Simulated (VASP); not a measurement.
# Al3GaN4 (P-43m) in VASP: further runs

The runs below take Al3GaN4 through single point, relaxation of cell and atoms, with PBEsol.

Program: VASP 6.6.1. These are calculated values, not measurements. Logs are shortened: lines on timing, memory, paths and dates and some standing lists are left out, and cuts for length are marked.

## Step 1: The cell of the first run

The structure is cubic, space group P-43m (No. 215). Conventional cell: a = 4.407 Å, b = 4.407 Å, c = 4.407 Å, α = 90.00°, β = 90.00°, γ = 90.00°. Al (site symmetry -42m) has 4 N at 1.90 Å within 2.5 Å. Ga (site symmetry -43m) has 4 N at 1.95 Å within 2.6 Å. Within 2.5 Å of N (site symmetry 3m) lie 3 Al at 1.90 Å and 1 Ga at 1.95 Å.

## Step 2: Single point, PBEsol

INCAR reads:

```
SYSTEM = Al3GaN4
ALGO = Normal
EDIFF = 1E-6
ENCUT = 520
GGA = PS
ISIF = 2
ISMEAR = 0
LASPH = .True.
LCHARG = .False.
LREAL = .False.
LWAVE = .False.
NBANDS = 31
NELM = 100
PREC = Accurate
SIGMA = 0.02
```

KPOINTS reads:

```
k-points
0
Gamma
  6 6 6
  0 0 0
```

POSCAR reads:

```
Al3GaN4
1.0
    4.4069948432      0.0000000000      0.0000000000
    0.0000000000      4.4069948432      0.0000000000
    0.0000000000      0.0000000000      4.4069948432
Al Ga N
3 1 4
Direct
    0.5000000000      0.5000000000      0.0000000000
    0.5000000000      0.0000000000      0.5000000000
    0.0000000000      0.5000000000      0.5000000000
    0.0000000000      0.0000000000      0.0000000000
    0.7447077176      0.7447077176      0.2552922824
    0.7447077176      0.2552922824      0.7447077176
    0.2552922824      0.7447077176      0.7447077176
    0.2552922824      0.2552922824      0.2552922824
```

Potentials or basis: VASP PAW PBE potentials, release 64 (Al, Ga_d, N).

Started as:

```sh
$ cat potpaw_PBE.64/Al/POTCAR potpaw_PBE.64/Ga_d/POTCAR potpaw_PBE.64/N/POTCAR > POTCAR
$ mpirun -np 1 vasp_std > vasp.out
```

OUTCAR:

```text
SYSTEM = Al3GaN4
   EDIFF = 1E-6
   ENCUT = 520
   GGA = PS
   ISIF = 2
   ISMEAR = 0
   LASPH = .True.
   LREAL = .False.
   NELM = 100
   PREC = Accurate

 ion  position               nearest neighbor table
   1  0.500  0.500  0.000-   5 1.90   6 1.90   7 1.90   8 1.90   3 3.12   4 3.12   2 3.12   2 3.12
                             3 3.12   2 3.12   4 3.12   2 3.12   3 3.12   4 3.12   3 3.12   4 3.12
   2  0.500  0.000  0.500-   5 1.90   6 1.90   7 1.90   8 1.90   3 3.12   4 3.12   1 3.12   1 3.12
                             4 3.12   1 3.12   3 3.12   1 3.12   3 3.12   4 3.12   4 3.12   3 3.12
   3  0.000  0.500  0.500-   5 1.90   6 1.90   7 1.90   8 1.90   2 3.12   4 3.12   1 3.12   1 3.12
                             4 3.12   2 3.12   4 3.12   4 3.12   1 3.12   2 3.12   1 3.12   2 3.12
   4  0.000  0.000  0.000-   5 1.95   6 1.95   7 1.95   8 1.95   2 3.12   3 3.12   1 3.12   2 3.12
                             3 3.12   1 3.12   3 3.12   3 3.12   1 3.12   2 3.12   2 3.12   1 3.12
   5  0.745  0.745  0.255-   1 1.90   2 1.90   3 1.90   4 1.95
   6  0.745  0.255  0.745-   1 1.90   2 1.90   3 1.90   4 1.95
   7  0.255  0.745  0.745-   1 1.90   2 1.90   3 1.90   4 1.95
   8  0.255  0.255  0.255-   1 1.90   2 1.90   3 1.90   4 1.95

  LATTYP: Found a simple cubic cell.
 ALAT       =     4.4069948432

  Lattice vectors:

 A1 = (   4.4069948432,   0.0000000000,   0.0000000000)
 A2 = (   0.0000000000,   4.4069948432,   0.0000000000)
 A3 = (   0.0000000000,   0.0000000000,   4.4069948432)

Analysis of symmetry for initial positions (statically):
=====================================================================
 Subroutine PRICEL returns:
 Original cell was already a primitive cell.

 Routine SETGRP: Setting up the symmetry group for a
 simple cubic supercell.

 Subroutine GETGRP returns: Found 24 space group operations
 (whereof 24 operations were pure point group operations)
 out of a pool of 48 trial point group operations.

The static configuration has the point symmetry T_d .

Analysis of symmetry for dynamics (positions and initial velocities):
=====================================================================
 Subroutine PRICEL returns:
 Original cell was already a primitive cell.

 Routine SETGRP: Setting up the symmetry group for a
 simple cubic supercell.

 Subroutine GETGRP returns: Found 24 space group operations
 (whereof 24 operations were pure point group operations)
 out of a pool of 48 trial point group operations.

The dynamic configuration has the point symmetry T_d .

 Subroutine INISYM returns: Found 24 space group operations
 (whereof 24 operations are pure point group operations),
 and found     1 'primitive' translations

----------------------------------------------------------------------------------------

                                     Primitive cell

  volume of cell :      85.5909

  direct lattice vectors                    reciprocal lattice vectors
     4.406994843  0.000000000  0.000000000     0.226911997  0.000000000  0.000000000
     0.000000000  4.406994843  0.000000000     0.000000000  0.226911997  0.000000000
     0.000000000  0.000000000  4.406994843     0.000000000  0.000000000  0.226911997

  length of vectors
     4.406994843  4.406994843  4.406994843     0.226911997  0.226911997  0.226911997

  position of ions in fractional coordinates (direct lattice)
     0.500000000  0.500000000  0.000000000
     0.500000000  0.000000000  0.500000000
     0.000000000  0.500000000  0.500000000
     0.000000000  0.000000000  0.000000000
     0.744707718  0.744707718  0.255292282
     0.744707718  0.255292282  0.744707718
     0.255292282  0.744707718  0.744707718
     0.255292282  0.255292282  0.255292282

  ion indices of the primitive-cell ions
   primitive index   ion index
                 1           1
                 2           2
                 3           3
                 4           4
                 5           5
                 6           6
                 7           7
                 8           8

----------------------------------------------------------------------------------------

 KPOINTS: k-points

Automatic generation of k-mesh.
 Grid dimensions read from file:
 generate k-points for:    6    6    6

 Generating k-lattice:

  Cartesian coordinates                     Fractional coordinates (reciprocal lattice)
     0.037818666  0.000000000  0.000000000     0.166666667  0.000000000  0.000000000
     0.000000000  0.037818666  0.000000000     0.000000000  0.166666667  0.000000000
     0.000000000  0.000000000  0.037818666     0.000000000  0.000000000  0.166666667

  Length of vectors
     0.037818666  0.037818666  0.037818666

  Shift w.r.t. Gamma in fractional coordinates (k-lattice)
     0.000000000  0.000000000  0.000000000

 Subroutine IBZKPT returns following result:
 ===========================================

 Found     20 irreducible k-points:

 Following reciprocal coordinates:
            Coordinates               Weight
  0.000000  0.000000  0.000000      1.000000
  0.166667  0.000000  0.000000      6.000000
  0.333333  0.000000  0.000000      6.000000
  0.500000  0.000000  0.000000      3.000000
  0.166667  0.166667  0.000000     12.000000
  0.333333  0.166667  0.000000     24.000000
[... 12 lines left out ...]
  0.500000  0.500000  0.333333      6.000000
  0.500000  0.500000  0.500000      1.000000
   k-points           NKPTS =     20   k-points in BZ     NKDIM =     20   number of bands    NBANDS=     31
   number of dos      NEDOS =    301   number of ions     NIONS =      8
   total plane-waves  NPLWV =  46656
   dimension x,y,z NGX =    36 NGY =   36 NGZ =   36
   dimension x,y,z NGXF=    72 NGYF=   72 NGZF=   72
   ions per type =               3   1   4
   NGX,Y,Z   is equivalent  to a cutoff of  13.58, 13.58, 13.58 a.u.
   NGXF,Y,Z  is equivalent  to a cutoff of  27.16, 27.16, 27.16 a.u.
 SYSTEM =  Al3GaN4
   PREC   = accura    normal or accurate (medium, high low for compatibility)
   ISTART =      0    job   : 0-new  1-cont  2-samecut
   ICHARG =      2    charge: 1-file 2-atom 10-const
   ISPIN  =      1    spin polarized calculation?
   LNONCOLLINEAR =      F non collinear calculations
   LSORBIT =      F    spin-orbit coupling
   LASPH  =      T    aspherical Exc in radial PAW
   ENCUT  =  520.0 eV  38.22 Ry    6.18 a.u.   8.19  8.19  8.19*2*pi/ulx,y,z
   NELM   =    100;   NELMIN=  2; NELMDL= -5     # of ELM steps
   EDIFF  = 0.1E-05   stopping-criterion for ELM
   LREAL  =      F    real-space projection
   EDIFFG = 0.1E-04   stopping-criterion for IOM
   NSW    =      0    number of steps for IOM
   IBRION =     -1    ionic relax: 0-MD 1-quasi-New 2-CG
   NFREE  =      0    steps in history (QN), initial steepest desc. (CG)
   ISIF   =      2    stress and relaxation
   ISYM   =      2    0-nonsym 1-usesym 2-fastsym
   POTIM  = 0.5000    time-step for ionic-motion
   TEBEG  =    0.0;   TEEND  =   0.0 temperature during run
   PSTRESS=    0.0 pullay stress
   NELECT =      42.0000    total number of electrons
   NUPDOWN=      -1.0000    fix difference up-down
   EMIN   =  10.00;   EMAX   =-10.00  energy-range for DOS
   EFERMI =   0.00;   METHOD = LEGACY
   ISMEAR =     0;   SIGMA  =   0.02  broadening in eV -4-tet -1-fermi 0-gaus
   EFERMI_NEDOS =   21; number of points for ismear=-14 and -15
   IALGO  =     38    algorithm
   IMIX   =      4    mixing-type and parameters
     AMIX     =   0.40;   BMIX     =  1.00
     AMIX_MAG =   1.60;   BMIX_MAG =  1.00
  volume/ion in A,a.u.               =      10.70        72.20
  Fermi-wavevector in a.u.,A,eV,Ry     =   1.291265  2.440137 22.685883  1.667365
  Thomas-Fermi vector in A             =   2.423046
   LORBIT       =      0    0 simple, 1 ext, 2 COOP (PROOUT), +10 PAW based schemes
   GGA     = PS    functional components
   LHFCALC =     F    Hartree Fock is set to
   AEXX    =    0.0000 exact exchange contribution
   IVDW    =     0    specifies the selected vdW correction
   LEPSILON=     F    determine dielectric tensor
   LRPA    =     F    only Hartree local field effects (RPA)
 non-spin polarized calculation
 Gauss-broadening in eV      SIGMA  =   0.02
  energy-cutoff  :      520.00
  volume of cell :       85.59
 maximum number of plane-waves:      2325
 NGX is ok and might be reduce to    36
   NGX = 17   NGY = 17   NGZ = 17

 number of electron      41.9999989 magnetization

 Free energy of the ion-electron system (eV)
  ---------------------------------------------------
  ext. energy  EPLUGINS =         0.00000000
  ---------------------------------------------------
  free energy    TOTEN  =       -59.95109958 eV

  energy without entropy =      -59.95109958  energy(sigma->0) =      -59.95109958

 E-fermi :   5.7482     XC(G=0): -11.3282

 val. band max:        5.6178766425   @ k =   0.0000   0.0000   0.0000
 cond. band min:       8.9338053668   @ k =   0.0000   0.0000   0.0000
 fundamental gap:      3.3159287243
 Fermi energy:         5.7481751621

 k-point     1 :       0.0000    0.0000    0.0000
  band No.  band energies     occupation
      1      -9.5379      2.00000
      2      -7.7793      2.00000
      3      -7.7793      2.00000
      4      -7.7793      2.00000
      5      -6.9918      2.00000
      6      -6.9918      2.00000
[... 23 lines left out ...]
     30      17.4524      0.00000
     31      17.4524      0.00000

 k-point     2 :       0.1667    0.0000    0.0000
  band No.  band energies     occupation
      1      -9.4100      2.00000
      2      -7.8374      2.00000
      3      -7.7864      2.00000
      4      -7.7864      2.00000
      5      -6.9904      2.00000
      6      -6.9870      2.00000
[... 23 lines left out ...]
     30      17.6459      0.00000
     31      17.6459      0.00000

 k-point     3 :       0.3333    0.0000    0.0000
  band No.  band energies     occupation
      1      -9.0513      2.00000
      2      -8.0673      2.00000
      3      -7.8004      2.00000
      4      -7.8004      2.00000
      5      -6.9875      2.00000
      6      -6.9733      2.00000
[... 23 lines left out ...]
     30      17.4336      0.00000
     31      17.9592      0.00000

 k-point     4 :       0.5000    0.0000    0.0000
  band No.  band energies     occupation
      1      -8.6284      2.00000
      2      -8.4412      2.00000
      3      -7.8070      2.00000
      4      -7.8070      2.00000
      5      -6.9861      2.00000
      6      -6.9561      2.00000
[... 23 lines left out ...]
     30      16.6935      0.00000
     31      16.9441      0.00000

 k-point     5 :       0.1667    0.1667    0.0000
  band No.  band energies     occupation
      1      -9.2873      2.00000
      2      -7.8603      2.00000
      3      -7.8231      2.00000
      4      -7.7867      2.00000
      5      -6.9872      2.00000
      6      -6.9839      2.00000
[... 23 lines left out ...]
     30      17.5569      0.00000
     31      17.7190      0.00000
[... 406 lines left out ...]
     30      16.8127      0.00000
     31      16.8821      0.00000

 k-point    18 :       0.5000    0.3333    0.3333
  band No.  band energies     occupation
      1      -8.2581      2.00000
      2      -8.1436      2.00000
      3      -8.0480      2.00000
      4      -7.6538      2.00000
      5      -6.9625      2.00000
      6      -6.9559      2.00000
[... 23 lines left out ...]
     30      16.5179      0.00000
     31      16.7398      0.00000

 k-point    19 :       0.5000    0.5000    0.3333
  band No.  band energies     occupation
      1      -8.1564      2.00000
      2      -8.1289      2.00000
      3      -8.1289      2.00000
      4      -7.6102      2.00000
      5      -6.9585      2.00000
      6      -6.9538      2.00000
[... 23 lines left out ...]
     30      16.4942      0.00000
     31      16.5617      0.00000

 k-point    20 :       0.5000    0.5000    0.5000
  band No.  band energies     occupation
      1      -8.1314      2.00000
      2      -8.1314      2.00000
      3      -8.1314      2.00000
      4      -7.5850      2.00000
      5      -6.9536      2.00000
      6      -6.9536      2.00000
[... 23 lines left out ...]
     30      16.2671      0.00000
     31      16.3344      0.00000

------------------------ aborting loop because EDIFF is reached ----------------------------------------

  FORCE on cell =-STRESS in cart. coord.  units (eV):
  Direction    XX          YY          ZZ          XY          YZ          ZX
  --------------------------------------------------------------------------------------
  -------------------------------------------------------------------------------------
  Total       -0.0278951     -0.0278951     -0.0278951     -0.0000000     -0.0000000      0.0000000
  in kB       -0.5221691     -0.5221691     -0.5221691     -0.0000000     -0.0000000      0.0000000
  external PRESSURE =      -0.5221691 kB  Pullay stress =       0.0000000 kB

 VOLUME and BASIS-vectors are now :
 -----------------------------------------------------------------------------
  energy-cutoff  :      520.00
  volume of cell :       85.59
      direct lattice vectors                 reciprocal lattice vectors
     4.406994843  0.000000000  0.000000000     0.226911997  0.000000000  0.000000000
     0.000000000  4.406994843  0.000000000     0.000000000  0.226911997  0.000000000
     0.000000000  0.000000000  4.406994843     0.000000000  0.000000000  0.226911997

 POSITION                                       TOTAL-FORCE (eV/Angst)
 -----------------------------------------------------------------------------------
      2.20350      2.20350      0.00000         0.000000      0.000000      0.000000
      2.20350      0.00000      2.20350         0.000000      0.000000      0.000000
      0.00000      2.20350      2.20350         0.000000      0.000000      0.000000
      0.00000      0.00000      0.00000         0.000000      0.000000      0.000000
      3.28192      3.28192      1.12507         0.004684      0.004684     -0.004684
      3.28192      1.12507      3.28192         0.004684     -0.004684      0.004684
      1.12507      3.28192      3.28192        -0.004684      0.004684      0.004684
      1.12507      1.12507      1.12507        -0.004684     -0.004684     -0.004684
 -----------------------------------------------------------------------------------
    total drift:                                0.000000      0.000000      0.000000

  FREE ENERGIE OF THE ION-ELECTRON SYSTEM (eV)
  ---------------------------------------------------
  free  energy   TOTEN  =       -59.9510995812 eV

  energy  without entropy=      -59.9510995812  energy(sigma->0) =      -59.95109958
```

Wall time 40 s (1 thread of Intel Xeon Platinum 8375C at 2.90GHz (Ice Lake), shared host); peak memory 0.22 GiB.

Results:

| Property | Result |
| --- | --- |
| Free energy | -59.9511 eV |
| Pressure | -0.1 GPa |
| Largest force | 0.008 eV/Å |
| Band gap on the k mesh | 3.32 eV, direct |

Forces on the atoms (eV/Å):
```
Al   0.000  0.000  0.000
Al   0.000  0.000  0.000
Al   0.000  0.000  0.000
Ga   0.000  0.000  0.000
N    0.005  0.005 -0.005
N    0.005 -0.005  0.005
N   -0.005  0.005  0.005
N   -0.005 -0.005 -0.005
```

Caveat: the PAW data sets were made with another functional, which shifts forces and pressure a little. PBEsol gaps usually lie below the measured ones, often by a third to a half.

## Step 3: Relaxation of cell and atoms, PBEsol

This run uses another cell than the first one, of 10.66 Å³/atom, 0.996 times its volume.

INCAR reads:

```
PREC = Accurate
ENCUT = 600
EDIFF = 1E-6
ISMEAR = 0
SIGMA = 0.02
LREAL = F
LASPH = T
NELM = 80
ALGO = Normal
ISIF = 3
LWAVE = F
LCHARG = F
GGA = PS
IBRION = 2
NSW = 100
EDIFFG = -0.005
```

KPOINTS reads:

```
Automatic mesh
0
Gamma
  6 6 6
```

POSCAR reads:

```
Al3GaN4
1.0
    4.4014385300      0.0000000000      0.0000000000
    0.0000000000      4.4014385300      0.0000000000
    0.0000000000      0.0000000000      4.4014385300
Al Ga N
3 1 4
Direct
    0.5000000000      0.5000000000      0.0000000000
    0.5000000000      0.0000000000      0.5000000000
    0.0000000000      0.5000000000      0.5000000000
    0.0000000000      0.0000000000      0.0000000000
    0.7441634300      0.7441634300      0.2558365700
    0.7441634300      0.2558365700      0.7441634300
    0.2558365700      0.7441634300      0.7441634300
    0.2558365700      0.2558365700      0.2558365700
```

Potentials or basis: VASP PAW PBE potentials, release 64 (Al, Ga_d, N).

Started as:

```sh
$ cat potpaw_PBE.64/Al/POTCAR potpaw_PBE.64/Ga_d/POTCAR potpaw_PBE.64/N/POTCAR > POTCAR
$ mpirun -np 1 vasp_std > vasp.out
```

It took 2.2 min on 1 thread of Intel Xeon Platinum 8375C at 2.90GHz (Ice Lake), shared host; peak memory 0.23 GiB.

Results (log left out):

- Free energy: -59.9574 eV
- Relaxed volume: 10.69 Å³/atom
- Relaxed cell: a = 4.406 Å, b = 4.406 Å, c = 4.406 Å, α = 90.00°, β = 90.00°, γ = 90.00°
- Space group after relaxing (to 0.05 Å): P-43m (No. 215)
- Energy gained by relaxing: 0.2 meV/atom
- Ionic steps: 6
- Pressure after relaxing: -0.1 GPa
- Band gap on the k mesh: 3.32 eV, direct

Forces on the atoms (eV/Å):
```
Al   0.000  0.000  0.000
Al   0.000  0.000  0.000
Al   0.000  0.000  0.000
Ga   0.000  0.000  0.000
N   -0.001 -0.001  0.001
N   -0.001  0.001 -0.001
N    0.001 -0.001 -0.001
N    0.001  0.001  0.001
```

Step by step:
```csv
step,energy change (eV),largest force (eV/Å),pressure (GPa),volume (Å³)
1,0.0000,0.1082,0.56,85.27
2,-0.0011,0.0169,-0.50,85.73
3,-0.0013,0.0222,-0.12,85.59
4,-0.0013,0.0201,-0.20,85.59
5,-0.0014,0.0156,0.04,85.49
6,-0.0014,0.0024,-0.06,85.53
```

Final structure:
```
Al Ga N
1.0
     4.40589    0.00000    0.00000
     0.00000    4.40589    0.00000
     0.00000    0.00000    4.40589
Al Ga N
3 1 4
Direct
  0.50000 0.50000 0.00000
  0.50000 0.00000 0.50000
  0.00000 0.50000 0.50000
  0.00000 0.00000 0.00000
  0.74477 0.74477 0.25523
  0.74477 0.25523 0.74477
  0.25523 0.74477 0.74477
  0.25523 0.25523 0.25523
```

Levels at points of the mesh, in eV from the valence-band top:
| k point | band 19 | band 20 | band 21 | band 22 | band 23 | band 24 |
| --- | --- | --- | --- | --- | --- | --- |
| (0.00, 0.00, 0.00) | 0.00 | 0.00 | 0.00 | 3.32 | 3.32 | 3.32 |
| (0.50, 0.00, 0.00) | -1.22 | -0.94 | -0.94 | 5.53 | 5.59 | 6.05 |
| (0.50, 0.50, 0.00) | -0.55 | -0.54 | -0.54 | 7.30 | 7.47 | 7.47 |
| (0.50, 0.50, 0.50) | -0.38 | -0.38 | -0.38 | 5.47 | 6.92 | 6.92 |

Caveat: the PAW data sets were made with another functional, which shifts forces and pressure a little. A k mesh can miss the band edges.
